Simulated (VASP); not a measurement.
# Ag in VASP: a series of runs

The runs below take Ag through single point, with PBEsol.

Everything below comes from runs of VASP 6.6.1. Logs are shortened: lines on timing, memory, paths and dates and some standing lists are left out, and cuts for length are marked.

## Step 1: The cell of the first run

Symmetry: P6_3/mmc, No. 194, hexagonal system. Conventional cell: a = 2.810 Å, b = 2.810 Å, c = 9.477 Å, α = 90.00°, β = 90.00°, γ = 120.00°. Ag (site symmetry -3m) has 12 Ag at 2.81 to 2.87 Å within 3.7 Å. Ag (site symmetry -6m2) has 12 Ag at 2.81 to 2.87 Å within 3.7 Å.

This isn't the form of Ag at room conditions, which is fcc.

## Step 2: Single point, PBEsol (biaxial strain in the a-b plane: -2.0 %)

INCAR reads:

```
SYSTEM = Ag
  ALGO = Fast
  EDIFF = 1E-7
  ENCUT = 520
  GGA = PS
  ISIF = 2
  ISMEAR = 0
  LASPH = .True.
  LCHARG = .True.
  LELF = .True.
  LREAL = .False.
  LVHAR = .True.
  LWAVE = .False.
  NBANDS = 30
  NELM = 60
  PREC = Accurate
  SIGMA = 0.1
```

KPOINTS reads:

```
k-points
0
Gamma
  24 24 6
  0 0 0
```

POSCAR reads:

```
Ag
1.0
    2.8101129725      0.0000000000      0.0000000000
   -1.4050564862      2.4336292217      0.0000000000
    0.0000000000      0.0000000000      9.4774614430
Ag
4
Direct
    0.0000000000      0.0000000000      0.0000000000
    0.0000000000      0.0000000000      0.5000000000
    0.3333333333      0.6666666667      0.2500000000
    0.6666666667      0.3333333333      0.7500000000
```

Potentials or basis: VASP PAW PBE potentials, release 64 (Ag).

Launch:

```
cat potpaw_PBE.64/Ag/POTCAR > POTCAR
mpirun -np 1 vasp_std > vasp.out
```

OUTCAR:

```text
SYSTEM = Ag
   EDIFF = 1E-7
   ENCUT = 520
   GGA = PS
   ISIF = 2
   ISMEAR = 0
   LASPH = .True.
   LREAL = .False.
   NELM = 60
   PREC = Accurate

 ion  position               nearest neighbor table
   1  0.000  0.000  0.000-   3 2.87   4 2.87   3 2.87   4 2.87   4 2.87   3 2.87
   2  0.000  0.000  0.500-   3 2.87   4 2.87   3 2.87   4 2.87   4 2.87   3 2.87
   3  0.333  0.667  0.250-   1 2.87   2 2.87   1 2.87   2 2.87   1 2.87   2 2.87
   4  0.667  0.333  0.750-   1 2.87   2 2.87   1 2.87   2 2.87   1 2.87   2 2.87

  LATTYP: Found a hexagonal cell.
 ALAT       =     2.8101129725
 C/A-ratio  =     3.3726264872

  Lattice vectors:

 A1 = (   2.8101129725,   0.0000000000,   0.0000000000)
 A2 = (  -1.4050564862,   2.4336292217,   0.0000000000)
 A3 = (   0.0000000000,   0.0000000000,   9.4774614430)

Analysis of symmetry for initial positions (statically):
=====================================================================
 Subroutine PRICEL returns:
 Original cell was already a primitive cell.

 Routine SETGRP: Setting up the symmetry group for a
 hexagonal supercell.

 Subroutine GETGRP returns: Found 24 space group operations
 (whereof 12 operations were pure point group operations)
 out of a pool of 24 trial point group operations.

The static configuration has the point symmetry D_3d.
 The point group associated with its full space group is D_6h.

Analysis of symmetry for dynamics (positions and initial velocities):
=====================================================================
 Subroutine PRICEL returns:
 Original cell was already a primitive cell.

 Routine SETGRP: Setting up the symmetry group for a
 hexagonal supercell.

 Subroutine GETGRP returns: Found 24 space group operations
 (whereof 12 operations were pure point group operations)
 out of a pool of 24 trial point group operations.

The dynamic configuration has the point symmetry D_3d.
 The point group associated with its full space group is D_6h.

 Subroutine INISYM returns: Found 24 space group operations
 (whereof 12 operations are pure point group operations),
 and found     1 'primitive' translations

----------------------------------------------------------------------------------------

                                     Primitive cell

  volume of cell :      64.8142

  direct lattice vectors                    reciprocal lattice vectors
     2.810112972  0.000000000  0.000000000     0.355857579  0.205454469  0.000000000
    -1.405056486  2.433629222  0.000000000     0.000000000  0.410908938  0.000000000
     0.000000000  0.000000000  9.477461443     0.000000000  0.000000000  0.105513486

  length of vectors
     2.810112972  2.810112972  9.477461443     0.410908938  0.410908938  0.105513486

  position of ions in fractional coordinates (direct lattice)
     0.000000000  0.000000000  0.000000000
     0.000000000  0.000000000  0.500000000
     0.333333333  0.666666667  0.250000000
     0.666666667  0.333333333  0.750000000

  ion indices of the primitive-cell ions
   primitive index   ion index
                 1           1
                 2           2
                 3           3
                 4           4

----------------------------------------------------------------------------------------

 KPOINTS: k-points

Automatic generation of k-mesh.
 Grid dimensions read from file:
 generate k-points for:   24   24    6

 Generating k-lattice:

  Cartesian coordinates                     Fractional coordinates (reciprocal lattice)
     0.014827399  0.008560603  0.000000000     0.041666667  0.000000000  0.000000000
     0.000000000  0.017121206  0.000000000     0.000000000  0.041666667  0.000000000
     0.000000000  0.000000000  0.017585581     0.000000000  0.000000000  0.166666667

  Length of vectors
     0.017121206  0.017121206  0.017585581

  Shift w.r.t. Gamma in fractional coordinates (k-lattice)
     0.000000000  0.000000000  0.000000000

 Subroutine IBZKPT returns following result:
 ===========================================

 Found    244 irreducible k-points:

 Following reciprocal coordinates:
            Coordinates               Weight
  0.000000  0.000000  0.000000      1.000000
  0.041667  0.000000  0.000000      6.000000
  0.083333  0.000000  0.000000      6.000000
  0.125000  0.000000  0.000000      6.000000
  0.166667  0.000000  0.000000      6.000000
  0.208333  0.000000  0.000000      6.000000
[... 16 lines left out ...]
  0.416667  0.041667  0.000000     12.000000
  0.458333  0.041667  0.000000     12.000000
 [... further k-points ...]
   k-points           NKPTS =    244   k-points in BZ     NKDIM =    244   number of bands    NBANDS=     30
   number of dos      NEDOS =    301   number of ions     NIONS =      4
   total plane-waves  NPLWV =  40320
   dimension x,y,z NGX =    24 NGY =   24 NGZ =   70
   dimension x,y,z NGXF=    48 NGYF=   48 NGZF=  140
   ions per type =               4
   NGX,Y,Z   is equivalent  to a cutoff of  14.20, 14.20, 12.28 a.u.
   NGXF,Y,Z  is equivalent  to a cutoff of  28.40, 28.40, 24.56 a.u.
 SYSTEM =  Ag
   PREC   = accura    normal or accurate (medium, high low for compatibility)
   ISTART =      0    job   : 0-new  1-cont  2-samecut
   ICHARG =      2    charge: 1-file 2-atom 10-const
   ISPIN  =      1    spin polarized calculation?
   LNONCOLLINEAR =      F non collinear calculations
   LSORBIT =      F    spin-orbit coupling
   LASPH  =      T    aspherical Exc in radial PAW
   ENCUT  =  520.0 eV  38.22 Ry    6.18 a.u.   5.22  5.22 17.62*2*pi/ulx,y,z
   NELM   =     60;   NELMIN=  2; NELMDL= -5     # of ELM steps
   EDIFF  = 0.1E-06   stopping-criterion for ELM
   LREAL  =      F    real-space projection
   EDIFFG = 0.1E-05   stopping-criterion for IOM
   NSW    =      0    number of steps for IOM
   IBRION =     -1    ionic relax: 0-MD 1-quasi-New 2-CG
   NFREE  =      0    steps in history (QN), initial steepest desc. (CG)
   ISIF   =      2    stress and relaxation
   ISYM   =      2    0-nonsym 1-usesym 2-fastsym
   POTIM  = 0.5000    time-step for ionic-motion
   TEBEG  =    0.0;   TEEND  =   0.0 temperature during run
   PSTRESS=    0.0 pullay stress
   NELECT =      44.0000    total number of electrons
   NUPDOWN=      -1.0000    fix difference up-down
   EMIN   =  10.00;   EMAX   =-10.00  energy-range for DOS
   EFERMI =   0.00;   METHOD = LEGACY
   ISMEAR =     0;   SIGMA  =   0.10  broadening in eV -4-tet -1-fermi 0-gaus
   EFERMI_NEDOS =   21; number of points for ismear=-14 and -15
   IALGO  =     68    algorithm
   IMIX   =      4    mixing-type and parameters
     AMIX     =   0.40;   BMIX     =  1.00
     AMIX_MAG =   1.60;   BMIX_MAG =  1.00
  volume/ion in A,a.u.               =      16.20       109.35
  Fermi-wavevector in a.u.,A,eV,Ry     =   1.438806  2.718950 28.166284  2.070163
  Thomas-Fermi vector in A             =   2.557732
   LORBIT       =      0    0 simple, 1 ext, 2 COOP (PROOUT), +10 PAW based schemes
   GGA     = PS    functional components
   LHFCALC =     F    Hartree Fock is set to
   AEXX    =    0.0000 exact exchange contribution
   IVDW    =     0    specifies the selected vdW correction
   LEPSILON=     F    determine dielectric tensor
   LRPA    =     F    only Hartree local field effects (RPA)
 non-spin polarized calculation
 RMM-DIIS sequential band-by-band and
 Gauss-broadening in eV      SIGMA  =   0.10
  energy-cutoff  :      520.00
  volume of cell :       64.81
 maximum number of plane-waves:      1767
 NGX is ok and might be reduce to    24
   NGX = 11   NGY = 11   NGZ = 35

 number of electron      43.9999994 magnetization

 Free energy of the ion-electron system (eV)
  ---------------------------------------------------
  ext. energy  EPLUGINS =         0.00000000
  ---------------------------------------------------
  free energy    TOTEN  =       -13.19765529 eV

  energy without entropy =      -13.19368385  energy(sigma->0) =      -13.19566957

 E-fermi :   8.9923     XC(G=0): -12.7179

 val. band max:        8.9754043373   @ k =   0.5000   0.0000   0.3333
 cond. band min:       9.0032342104   @ k =   0.1250   0.0833   0.3333
 fundamental gap:      0.0278298730
 Fermi energy:         8.9923004028

 k-point     1 :       0.0000    0.0000    0.0000
  band No.  band energies     occupation
      1       0.7438      2.00000
      2       2.1112      2.00000
      3       2.1183      2.00000
      4       2.1983      2.00000
      5       3.8427      2.00000
      6       4.0031      2.00000
[... 22 lines left out ...]
     29      24.8463      0.00000
     30      25.8612      0.00000

 k-point     2 :       0.0417    0.0000    0.0000
  band No.  band energies     occupation
      1       0.7959      2.00000
      2       2.1585      2.00000
      3       2.1650      2.00000
      4       2.2329      2.00000
      5       3.8497      2.00000
      6       3.9672      2.00000
[... 22 lines left out ...]
     29      24.8597      0.00000
     30      25.7711      0.00000

 k-point     3 :       0.0833    0.0000    0.0000
  band No.  band energies     occupation
      1       0.9499      2.00000
      2       2.2951      2.00000
      3       2.2991      2.00000
      4       2.3329      2.00000
      5       3.8258      2.00000
      6       3.8626      2.00000
[... 22 lines left out ...]
     29      24.8371      0.00000
     30      25.3325      0.00000

 k-point     4 :       0.1250    0.0000    0.0000
  band No.  band energies     occupation
      1       1.1976      2.00000
      2       2.4684      2.00000
      3       2.5018      2.00000
      4       2.5160      2.00000
      5       3.6437      2.00000
      6       3.7856      2.00000
[... 616 lines left out ...]
     29      20.2581      0.00000
     30      20.5118      0.00000

 k-point    23 :       0.4167    0.0417    0.0000
  band No.  band energies     occupation
      1       2.2809      2.00000
      2       2.2813      2.00000
      3       2.3596      2.00000
      4       2.7371      2.00000
      5       2.8578      2.00000
      6       3.2615      2.00000
[... 22 lines left out ...]
     29      19.1384      0.00000
     30      19.6387      0.00000

 k-point    24 :       0.4583    0.0417    0.0000
  band No.  band energies     occupation
      1       2.2372      2.00000
      2       2.2495      2.00000
      3       2.3271      2.00000
      4       2.7026      2.00000
      5       2.8216      2.00000
      6       3.2511      2.00000
[... 22 lines left out ...]
     29      18.2044      0.00000
     30      18.9656      0.00000

 [... further k-points ...]

------------------------ aborting loop because EDIFF is reached ----------------------------------------

  FORCE on cell =-STRESS in cart. coord.  units (eV):
  Direction    XX          YY          ZZ          XY          YZ          ZX
  --------------------------------------------------------------------------------------
  -------------------------------------------------------------------------------------
  Total        1.9775133      1.9775133      0.2965308      0.0000000     -0.0000000      0.0000000
  in kB       48.8832158     48.8832158      7.3301055      0.0000000     -0.0000000      0.0000000
  external PRESSURE =      35.0321791 kB  Pullay stress =       0.0000000 kB

 VOLUME and BASIS-vectors are now :
 -----------------------------------------------------------------------------
  energy-cutoff  :      520.00
  volume of cell :       64.81
      direct lattice vectors                 reciprocal lattice vectors
     2.810112972  0.000000000  0.000000000     0.355857579  0.205454469  0.000000000
    -1.405056486  2.433629222  0.000000000     0.000000000  0.410908938  0.000000000
     0.000000000  0.000000000  9.477461443     0.000000000  0.000000000  0.105513486

 POSITION                                       TOTAL-FORCE (eV/Angst)
 -----------------------------------------------------------------------------------
      0.00000      0.00000      0.00000        -0.000000      0.000000      0.000000
      0.00000      0.00000      4.73873        -0.000000      0.000000      0.000000
     -0.00000      1.62242      2.36937        -0.000000      0.000000     -0.000000
      1.40506      0.81121      7.10810         0.000000     -0.000000      0.000000
 -----------------------------------------------------------------------------------
    total drift:                               -0.000000      0.000000      0.000000

  FREE ENERGIE OF THE ION-ELECTRON SYSTEM (eV)
  ---------------------------------------------------
  free  energy   TOTEN  =       -13.1976552917 eV

  energy  without entropy=      -13.1936838462  energy(sigma->0) =      -13.19566957
```

It took 8.8 min on 1 thread of AMD EPYC 7R13 (Zen 3), shared host; peak memory 0.42 GiB.

What came out:

| Property | Result |
| --- | --- |
| Free energy | -13.1977 eV |
| Pressure | 3.5 GPa |
| Band gap on the k mesh | zero (bands 22 and 23 overlap by 6.87 eV) |

Levels at points of the mesh, in eV from the Fermi level:
| k point | band 20 | band 21 | band 22 | band 23 | band 24 | band 25 |
| --- | --- | --- | --- | --- | --- | --- |
| (0.00, 0.00, 0.00) | -3.47 | -3.47 | -3.06 | -3.06 | -0.88 | 3.40 |
| (0.50, 0.00, 0.00) | -2.77 | -0.30 | 0.59 | 1.13 | 1.66 | 4.66 |
| (0.00, 0.00, 0.50) | -3.22 | -3.22 | -3.22 | -2.86 | -2.86 | 6.18 |
| (0.50, 0.00, 0.50) | -2.78 | 0.21 | 0.21 | 1.46 | 1.46 | 4.97 |

Caveat: the cell differs from its parent crystal (biaxial strain in the a-b plane: -2.0 %); the cell stands under pressure; the PAW data sets were made with another functional, which shifts forces and pressure a little.

## Step 3: Single point, PBEsol (biaxial strain in the a-b plane: -2.0 %, then relaxed in part)

INCAR reads:

```
PREC = Accurate ; ENCUT = 520
EDIFF = 1E-6 ; ISMEAR = 0
SIGMA = 0.1 ; LREAL = F
LASPH = T ; NELM = 80
ALGO = Fast ; ISIF = 2
LWAVE = F ; LCHARG = F
GGA = PS ; NBANDS = 30
```

KPOINTS reads:

```
Automatic mesh
0
Gamma
  24 24 6
```

Edit POSCAR of step 2 so:

```diff
@@ -4,3 +4,3 @@
    -1.4050564862      2.4336292217      0.0000000000
-    0.0000000000      0.0000000000      9.4774614430
+    0.0000000000      0.0000000000      9.5221490718
 Ag
```

Potentials or basis: VASP PAW PBE potentials, release 64 (Ag).

Launch:

```
cat potpaw_PBE.64/Ag/POTCAR > POTCAR
mpirun -np 1 vasp_std > vasp.out
```

OUTCAR:

```text
PREC = Accurate
   ENCUT = 520
   EDIFF = 1E-6
   ISMEAR = 0
   LREAL = F
   LASPH = T
   NELM = 80
   ISIF = 2
   GGA = PS

 ion  position               nearest neighbor table
   1  0.000  0.000  0.000-   3 2.88   4 2.88   3 2.88   4 2.88   4 2.88   3 2.88
   2  0.000  0.000  0.500-   3 2.88   4 2.88   3 2.88   4 2.88   4 2.88   3 2.88
   3  0.333  0.667  0.250-   1 2.88   2 2.88   1 2.88   2 2.88   1 2.88   2 2.88
   4  0.667  0.333  0.750-   1 2.88   2 2.88   1 2.88   2 2.88   1 2.88   2 2.88

[... 996 lines left out ...]
  Direction    XX          YY          ZZ          XY          YZ          ZX
  --------------------------------------------------------------------------------------
  -------------------------------------------------------------------------------------
  Total        1.8096645      1.8096645     -0.1149254      0.0000000      0.0000000      0.0000000
  in kB       44.5241329     44.5241329     -2.8275708      0.0000000      0.0000000      0.0000000
  external PRESSURE =      28.7402316 kB  Pullay stress =       0.0000000 kB

 VOLUME and BASIS-vectors are now :
 -----------------------------------------------------------------------------
  energy-cutoff  :      520.00
  volume of cell :       65.12
      direct lattice vectors                 reciprocal lattice vectors
     2.810112972  0.000000000  0.000000000     0.355857579  0.205454469  0.000000000
    -1.405056486  2.433629222  0.000000000     0.000000000  0.410908938  0.000000000
     0.000000000  0.000000000  9.522149072     0.000000000  0.000000000  0.105018310

 POSITION                                       TOTAL-FORCE (eV/Angst)
 -----------------------------------------------------------------------------------
      0.00000      0.00000      0.00000        -0.000000      0.000000      0.000000
      0.00000      0.00000      4.76107        -0.000000      0.000000      0.000000
     -0.00000      1.62242      2.38054        -0.000000      0.000000     -0.000000
      1.40506      0.81121      7.14161         0.000000     -0.000000     -0.000000
 -----------------------------------------------------------------------------------
    total drift:                               -0.000000      0.000000      0.000000

  FREE ENERGIE OF THE ION-ELECTRON SYSTEM (eV)
  ---------------------------------------------------
  free  energy   TOTEN  =       -13.1983259590 eV

  energy  without entropy=      -13.1941662406  energy(sigma->0) =      -13.19624610
```

OSZICAR:

```text
N       E                     dE             d eps       ncg     rms          rms(c)
DAV:   1     0.300251760195E+03    0.30025E+03   -0.22788E+04 14664   0.146E+03
DAV:   2    -0.789888221243E+01   -0.30815E+03   -0.29226E+03 15090   0.340E+02
DAV:   3    -0.146276396415E+02   -0.67288E+01   -0.66920E+01 16918   0.576E+01
DAV:   4    -0.146578255679E+02   -0.30186E-01   -0.30181E-01 15750   0.372E+00
DAV:   5    -0.146581089395E+02   -0.28337E-03   -0.28337E-03 16872   0.389E-01    0.126E+01
RMM:   6    -0.132588874786E+02    0.13992E+01   -0.39390E+00 14644   0.133E+01    0.733E+00
RMM:   7    -0.132131318528E+02    0.45756E-01   -0.13379E-01 15019   0.234E+00    0.390E+00
RMM:   8    -0.131985309240E+02    0.14601E-01   -0.12616E-02 15533   0.846E-01    0.466E-01
RMM:   9    -0.131983190079E+02    0.21192E-03   -0.19085E-03 15892   0.287E-01    0.110E-01
RMM:  10    -0.131983393259E+02   -0.20318E-04   -0.23396E-04 16114   0.868E-02    0.111E-01
RMM:  11    -0.131983264209E+02    0.12905E-04   -0.31464E-05 16007   0.356E-02    0.535E-02
RMM:  12    -0.131983255765E+02    0.84440E-06   -0.15637E-05 15907   0.266E-02    0.943E-03
RMM:  13    -0.131983259590E+02   -0.38256E-06   -0.25979E-06 10501   0.957E-03
   1 F= -.13198326E+02 E0= -.13196246E+02  d E =-.415972E-02
```

stdout:

```text
POSCAR found type information on POSCAR Ag
 POSCAR found :  1 types and       4 ions
 scaLAPACK will be used
 -----------------------------------------------------------------------------
|                                                                             |
|                                                                             |
|     You enforced a specific xc type in the INCAR file but a different       |
|     I HOPE YOU KNOW WHAT YOU ARE DOING!                                     |
|                                                                             |
 -----------------------------------------------------------------------------

 LDA part: xc-table for (Slater+PW92), standard interpolation
 POSCAR, INCAR and KPOINTS ok, starting setup
 FFT: planning ... GRIDC
 FFT: planning ... GRID_SOFT
 FFT: planning ... GRID
 WAVECAR not read
 entering main loop
```

It took 8 min on 1 thread of AMD EPYC 7R13 (Zen 3), shared host; peak memory 0.41 GiB.

What came out:

```
Free energy            : -13.1983 eV
Pressure               : 2.9 GPa
Band gap on the k mesh : zero (bands 22 and 23 overlap by 6.89 eV)
```

Caveat: the cell differs from its parent crystal (biaxial strain in the a-b plane: -2.0 %, then relaxed in part); the PAW data sets were made with another functional, which shifts forces and pressure a little.

(Part 1 of 2 ends here.)

The gap in the log of VASP goes by the Fermi energy; the results here count the filled bands.